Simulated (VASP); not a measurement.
Wanted: the native input for a VASP 6.6.1 run.

```
Task                   : single point
Functional             : PBE
Potentials or basis    : VASP PAW PBE potentials, release 64 (Ti_sv, W_sv)
Cutoff                 : 520 eV
k mesh                 : 8 × 8 × 8
Occupations            : gaussian, width 0.1 eV
Spin                   : no spin polarisation
Dipole correction      : no
Further INCAR settings : ALGO = Fast; EDIFF = 1e-06; NBANDS = 41
```

The structure of Ti2W3 lies in POSCAR:

```
Ti2W3
1.0
   -1.5908054100      1.5908054100      7.9540270600
    1.5908054100     -1.5908054100      7.9540270600
    1.5908054100      1.5908054100     -7.9540270600
Ti W
2 3
Direct
    0.2000000000      0.2000000000      0.0000000000
    0.8000000000      0.8000000000      0.0000000000
    0.0000000000      0.0000000000      0.0000000000
    0.6000000000      0.6000000000      0.0000000000
    0.4000000000      0.4000000000      0.0000000000
```

One way to write it, as run:

INCAR

```
ALGO = Fast
EDIFF = 1E-6
ENCUT = 520
GGA = PE
ISIF = 2
ISMEAR = 0
LASPH = True
LCHARG = False
LREAL = False
LWAVE = False
NBANDS = 41
NELM = 80
PREC = Accurate
SIGMA = 0.1
```

KPOINTS

```
k-points
0
Gamma
  8 8 8
```

Potentials or basis: VASP PAW PBE potentials, release 64 (Ti_sv, W_sv).

Run with:

```bash
$ cat potpaw_PBE.64/Ti_sv/POTCAR potpaw_PBE.64/W_sv/POTCAR > POTCAR
$ mpirun -np 1 vasp_std > vasp.out
```

Results of the run:

```yaml
Pressure: 1.2 GPa
Largest_force: 1.011 eV/Å
Band_gap_on_the_k_mesh: zero (bands 33 and 34 overlap by 0.91 eV)
```

Caveat: spin-orbit coupling is left out, which moves the levels of the heavy elements; forces of over 1 eV/Å act on the atoms, so gaps and moduli don't describe the material at rest.

Wall time 24 min on 1 thread of Intel(R) Xeon(R) 6975P-C (Granite Rapids), on a shared host, peak memory 0.66 GiB.
